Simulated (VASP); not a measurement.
The system is SiNi3.

```
Ni Si
1.0
     3.54200    0.00000    0.00000
     0.00000    3.54200    0.00000
     0.00000    0.00000    3.54200
Ni Si
3 1
Direct
  0.50000 0.50000 0.00000
  0.50000 0.00000 0.50000
  0.00000 0.50000 0.50000
  0.00000 0.00000 0.00000
```

Base run:

* Program: VASP 6.6.1
* Functional: PBEsol
* Potentials or basis: VASP PAW PBE potentials, release 64 (Ni_sv_GW, Si)
* Cutoff: 690 eV
* k mesh: 6 × 6 × 6
* Occupations: fermi-dirac, width 0.05 eV
* Spin: collinear spin, ferromagnetic start
* Starting moments: [0.266667, 0.266667, 0.266667, 0.0] μB
* Fixed moment: 0.8 μB

Its results: pressure -14.2 GPa; site moments Ni +0.28; Si +0.00 μB.

Q: The run is repeated on the same cell with these changes: functional from PBEsol to PBE. What comes out?

A: Pressure -6.1 GPa; site moments Ni +0.28; Si +0.00 μB.

PBE binds less tightly than PBEsol, so the same cell stands under more pressure.

Caveats: the cell stands under tension; the total moment is fixed, so each spin has its own Fermi level and the state may be an excited one; the PAW data sets were made with another functional, which shifts forces and pressure a little (at least some runs).
